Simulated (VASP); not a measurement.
# Cs3Pr (P6/mmm) in VASP: relaxation of cell and atoms with PBE

Aim: the relaxation of cell and atoms of Cs3Pr with PBE.

Everything below comes from runs of VASP 6.6.1. Logs are shortened: lines on timing, memory, paths and dates and some standing lists are left out, and cuts for length are marked.

## (1) The cell of the first run

The structure is hexagonal, space group P6/mmm (No. 191). The conventional cell has a = 9.201 Å, b = 9.201 Å, c = 3.865 Å, α = 90.00°, β = 90.00°, γ = 120.00°. Cs (site symmetry mmm) has 6 Cs at 3.87 to 4.60 Å and 2 Pr at 4.60 Å within 5.1 Å. Pr (site symmetry 6/mmm) has 2 Pr at 3.87 Å and 6 Cs at 4.60 Å within 5.1 Å.

The cell was generated, and may not be a known phase.

## (2) Relaxation of cell and atoms, PBE

File INCAR:

```
SYSTEM = Cs3Pr
PREC = Accurate
ENCUT = 500
EDIFF = 1E-7
ISMEAR = 0
SIGMA = 0.1
LREAL = .FALSE.
LASPH = .TRUE.
NELM = 200
ALGO = Normal
ISIF = 3
LWAVE = .FALSE.
LCHARG = .FALSE.
GGA = PE
IBRION = 2
NSW = 100
EDIFFG = -0.01
GGA_COMPAT = .FALSE.
NELMIN = 4
LMAXMIX = 6
```

File KPOINTS:

```
Automatic mesh
0
G
  6 6 10
  0 0 0
```

File POSCAR:

```
Cs3Pr
1.0
    9.2008192293      0.0000000000      0.0000000000
   -4.6004096147      7.9681431882      0.0000000000
    0.0000000000      0.0000000000      3.8651231568
Cs Pr
3 1
Direct
    0.5000000000      0.0000000000      0.5000000000
    0.0000000000      0.5000000000      0.5000000000
    0.5000000000      0.5000000000      0.5000000000
    0.0000000000      0.0000000000      0.5000000000
```

Potentials or basis: VASP PAW PBE potentials, release 64 (Cs_sv, Pr_3), 4f in core.

The run is started by

```bash
$ cat potpaw_PBE.64/Cs_sv/POTCAR potpaw_PBE.64/Pr_3/POTCAR > POTCAR
$ mpirun -np 1 vasp_std > vasp.out
```

OUTCAR:

```text
SYSTEM = Cs3Pr
   PREC = Accurate
   ENCUT = 500
   EDIFF = 1E-7
   ISMEAR = 0
   LREAL = .FALSE.
   LASPH = .TRUE.
   NELM = 200
   ISIF = 3
   GGA = PE
   IBRION = 2
   NSW = 100
   EDIFFG = -0.01
   NELMIN = 4

 ion  position               nearest neighbor table
   1  0.500  0.000  0.500-
   2  0.000  0.500  0.500-
   3  0.500  0.500  0.500-
   4  0.000  0.000  0.500-

  LATTYP: Found a hexagonal cell.
 ALAT       =     9.2008192293
 C/A-ratio  =     0.4200846751

  Lattice vectors:

 A1 = (   9.2008192293,   0.0000000000,   0.0000000000)
 A2 = (  -4.6004096147,   7.9681431882,   0.0000000000)
 A3 = (   0.0000000000,   0.0000000000,   3.8651231568)

Analysis of symmetry for initial positions (statically):
=====================================================================
 Subroutine PRICEL returns:
 Original cell was already a primitive cell.

 Routine SETGRP: Setting up the symmetry group for a
 hexagonal supercell.

 Subroutine GETGRP returns: Found 24 space group operations
 (whereof 24 operations were pure point group operations)
 out of a pool of 24 trial point group operations.

The static configuration has the point symmetry D_6h.

Analysis of symmetry for dynamics (positions and initial velocities):
=====================================================================
 Subroutine PRICEL returns:
 Original cell was already a primitive cell.

 Routine SETGRP: Setting up the symmetry group for a
 hexagonal supercell.

 Subroutine GETGRP returns: Found 24 space group operations
 (whereof 24 operations were pure point group operations)
 out of a pool of 24 trial point group operations.

The dynamic configuration has the point symmetry D_6h.

 Subroutine INISYM returns: Found 24 space group operations
 (whereof 24 operations are pure point group operations),
 and found     1 'primitive' translations

----------------------------------------------------------------------------------------

                                     Primitive cell

  volume of cell :     283.3655

  direct lattice vectors                    reciprocal lattice vectors
     9.200819229  0.000000000  0.000000000     0.108685974  0.062749876  0.000000000
    -4.600409615  7.968143188  0.000000000     0.000000000  0.125499753  0.000000000
     0.000000000  0.000000000  3.865123157     0.000000000  0.000000000  0.258723968

  length of vectors
     9.200819229  9.200819229  3.865123157     0.125499753  0.125499753  0.258723968

  position of ions in fractional coordinates (direct lattice)
     0.500000000  0.000000000  0.500000000
     0.000000000  0.500000000  0.500000000
     0.500000000  0.500000000  0.500000000
     0.000000000  0.000000000  0.500000000

  ion indices of the primitive-cell ions
   primitive index   ion index
                 1           1
                 2           2
                 3           3
                 4           4

----------------------------------------------------------------------------------------

 KPOINTS: Automatic mesh

Automatic generation of k-mesh.
 Grid dimensions read from file:
 generate k-points for:    6    6   10

 Generating k-lattice:

  Cartesian coordinates                     Fractional coordinates (reciprocal lattice)
     0.018114329  0.010458313  0.000000000     0.166666667  0.000000000  0.000000000
     0.000000000  0.020916625  0.000000000     0.000000000  0.166666667  0.000000000
     0.000000000  0.000000000  0.025872397     0.000000000  0.000000000  0.100000000

  Length of vectors
     0.020916625  0.020916625  0.025872397

  Shift w.r.t. Gamma in fractional coordinates (k-lattice)
     0.000000000  0.000000000  0.000000000

 Subroutine IBZKPT returns following result:
 ===========================================

 Found     42 irreducible k-points:

 Following reciprocal coordinates:
            Coordinates               Weight
  0.000000  0.000000  0.000000      1.000000
  0.166667  0.000000  0.000000      6.000000
  0.333333  0.000000  0.000000      6.000000
  0.500000  0.000000  0.000000      3.000000
  0.166667  0.166667  0.000000      6.000000
  0.333333  0.166667  0.000000     12.000000
[... 16 lines left out ...]
  0.166667  0.000000  0.300000     12.000000
  0.333333  0.000000  0.300000     12.000000
 [... further k-points ...]
   k-points           NKPTS =     42   k-points in BZ     NKDIM =     42   number of bands    NBANDS=     23
   number of dos      NEDOS =    301   number of ions     NIONS =      4
   total plane-waves  NPLWV = 137200
   dimension x,y,z NGX =    70 NGY =   70 NGZ =   28
   dimension x,y,z NGXF=   140 NGYF=  140 NGZF=   56
   ions per type =               3   1
   NGX,Y,Z   is equivalent  to a cutoff of  12.65, 12.65, 12.04 a.u.
   NGXF,Y,Z  is equivalent  to a cutoff of  25.30, 25.30, 24.09 a.u.
 SYSTEM =  Cs3Pr
   PREC   = accura    normal or accurate (medium, high low for compatibility)
   ISTART =      0    job   : 0-new  1-cont  2-samecut
   ICHARG =      2    charge: 1-file 2-atom 10-const
   ISPIN  =      1    spin polarized calculation?
   LNONCOLLINEAR =      F non collinear calculations
   LSORBIT =      F    spin-orbit coupling
   LASPH  =      T    aspherical Exc in radial PAW
   ENCUT  =  500.0 eV  36.75 Ry    6.06 a.u.  16.78 16.78  7.05*2*pi/ulx,y,z
   NELM   =    200;   NELMIN=  4; NELMDL= -5     # of ELM steps
   EDIFF  = 0.1E-06   stopping-criterion for ELM
   LREAL  =      F    real-space projection
   EDIFFG = -.1E-01   stopping-criterion for IOM
   NSW    =    100    number of steps for IOM
   IBRION =      2    ionic relax: 0-MD 1-quasi-New 2-CG
   NFREE  =      1    steps in history (QN), initial steepest desc. (CG)
   ISIF   =      3    stress and relaxation
   ISYM   =      2    0-nonsym 1-usesym 2-fastsym
   POTIM  = 0.5000    time-step for ionic-motion
   TEBEG  =    0.0;   TEEND  =   0.0 temperature during run
   PSTRESS=    0.0 pullay stress
   NELECT =      38.0000    total number of electrons
   NUPDOWN=      -1.0000    fix difference up-down
   EMIN   =  10.00;   EMAX   =-10.00  energy-range for DOS
   EFERMI =   0.00;   METHOD = LEGACY
   ISMEAR =     0;   SIGMA  =   0.10  broadening in eV -4-tet -1-fermi 0-gaus
   EFERMI_NEDOS =   21; number of points for ismear=-14 and -15
   IALGO  =     38    algorithm
   IMIX   =      4    mixing-type and parameters
     AMIX     =   0.40;   BMIX     =  1.00
     AMIX_MAG =   1.60;   BMIX_MAG =  1.00
  volume/ion in A,a.u.               =      70.84       478.06
  Fermi-wavevector in a.u.,A,eV,Ry     =   0.837954  1.583504  9.553569  0.702168
  Thomas-Fermi vector in A             =   1.951929
   LORBIT       =      0    0 simple, 1 ext, 2 COOP (PROOUT), +10 PAW based schemes
   GGA     = PE    functional components
   LHFCALC =     F    Hartree Fock is set to
   AEXX    =    0.0000 exact exchange contribution
   IVDW    =     0    specifies the selected vdW correction
   LEPSILON=     F    determine dielectric tensor
   LRPA    =     F    only Hartree local field effects (RPA)
 conjugate gradient relaxation of ions
 non-spin polarized calculation
 Gauss-broadening in eV      SIGMA  =   0.10
  energy-cutoff  :      500.00
  volume of cell :      283.37
 maximum number of plane-waves:      7262
 NGX is ok and might be reduce to    70
   NGX = 33   NGY = 33   NGZ = 15

--------------------------------------- Ionic step        1  -------------------------------------------

 number of electron      38.0000003 magnetization

 Free energy of the ion-electron system (eV)
  ---------------------------------------------------
  ext. energy  EPLUGINS =         0.00000000
  ---------------------------------------------------
  free energy    TOTEN  =        -5.01879974 eV

  energy without entropy =       -4.98931831  energy(sigma->0) =       -5.00405903

------------------------ aborting loop because EDIFF is reached ----------------------------------------

  FORCE on cell =-STRESS in cart. coord.  units (eV):
  Direction    XX          YY          ZZ          XY          YZ          ZX
  --------------------------------------------------------------------------------------
  -------------------------------------------------------------------------------------
  Total       -0.0861990     -0.0861990      0.8254964      0.0000000      0.0000000      0.0000000
  in kB       -0.4873778     -0.4873778      4.6674409      0.0000000      0.0000000      0.0000000
  external PRESSURE =       1.2308951 kB  Pullay stress =       0.0000000 kB
[... 137 lines left out ...]
  energy  without entropy=       -5.0005599383  energy(sigma->0) =       -5.01495107

--------------------------------------- Ionic step        5  -------------------------------------------

 number of electron      38.0000004 magnetization

 Free energy of the ion-electron system (eV)
  ---------------------------------------------------
  ext. energy  EPLUGINS =         0.00000000
  ---------------------------------------------------
  free energy    TOTEN  =        -5.02940700 eV

  energy without entropy =       -5.00057675  energy(sigma->0) =       -5.01499187

 E-fermi :   1.4315     XC(G=0):  -6.7986

 val. band max:        1.4238457721   @ k =   0.3333   0.0000   0.1000
 cond. band min:       1.4373963431   @ k =   0.1667   0.0000   0.5000
 fundamental gap:      0.0135505710
 Fermi energy:         1.4315448412

 k-point     1 :       0.0000    0.0000    0.0000
  band No.  band energies     occupation
      1     -36.2826      2.00000
      2     -22.2632      2.00000
      3     -22.2319      2.00000
      4     -22.2319      2.00000
      5     -18.2199      2.00000
      6     -18.2199      2.00000
[... 613 lines left out ...]
     22       2.0678      0.00000
     23       2.1752      0.00000

 [... further k-points ...]

------------------------ aborting loop because EDIFF is reached ----------------------------------------

  FORCE on cell =-STRESS in cart. coord.  units (eV):
  Direction    XX          YY          ZZ          XY          YZ          ZX
  --------------------------------------------------------------------------------------
  -------------------------------------------------------------------------------------
  Total        0.0310042      0.0310042      0.0066394     -0.0000000      0.0000000      0.0000000
  in kB        0.1714690      0.1714690      0.0367191     -0.0000000      0.0000000      0.0000000
  external PRESSURE =       0.1265524 kB  Pullay stress =       0.0000000 kB
[... 19 lines left out ...]
  FREE ENERGIE OF THE ION-ELECTRON SYSTEM (eV)
  ---------------------------------------------------
  free  energy   TOTEN  =        -5.0294069972 eV

  energy  without entropy=       -5.0005767526  energy(sigma->0) =       -5.01499187

 reached required accuracy - stopping structural energy minimisation
```

Run time: 8.1 min. Hardware: 1 thread of Intel Xeon 6975P-C (Granite Rapids), shared host; peak memory 0.56 GiB.

Results:

* Free energy: -5.0294 eV
* Relaxed volume: 72.42 Å³/atom
* Relaxed cell: a = 9.183 Å, b = 9.183 Å, c = 3.967 Å, α = 90.00°, β = 90.00°, γ = 120.00°
* Space group after relaxing (to 0.1 Å): P6/mmm (No. 191)
* Energy gained by relaxing: 2.7 meV/atom
* Ionic steps: 5
* Pressure after relaxing: 0.0 GPa
* Band gap on the k mesh: zero (bands 19 and 20 overlap by 0.63 eV)

The path:
```csv
step,energy change (eV),largest force (eV/Å),pressure (GPa),volume (Å³)
1,0.0000,0.0000,0.12,283.37
2,-0.0067,0.0000,0.08,285.59
3,-0.0105,0.0000,0.02,289.06
4,-0.0105,0.0000,0.02,289.17
5,-0.0106,0.0000,0.01,289.70
```

Final structure:
```cif
data_structure
_symmetry_space_group_name_H-M 'P 1'
_symmetry_Int_Tables_number 1
_cell_length_a 9.1829
_cell_length_b 9.1829
_cell_length_c 3.9669
_cell_angle_alpha 90.000
_cell_angle_beta 90.000
_cell_angle_gamma 120.000
_cell_volume 289.70
loop_
_atom_site_label
_atom_site_type_symbol
_atom_site_fract_x
_atom_site_fract_y
_atom_site_fract_z
_atom_site_occupancy
Cs1 Cs 0.50000 0.00000 0.50000 1
Cs2 Cs 0.00000 0.50000 0.50000 1
Cs3 Cs 0.50000 0.50000 0.50000 1
Pr1 Pr 0.00000 0.00000 0.50000 1
```

Caveat: spin-orbit coupling is left out, which moves the levels of the heavy elements; the 4f electrons are frozen in the core, so they carry no moment and show no levels.
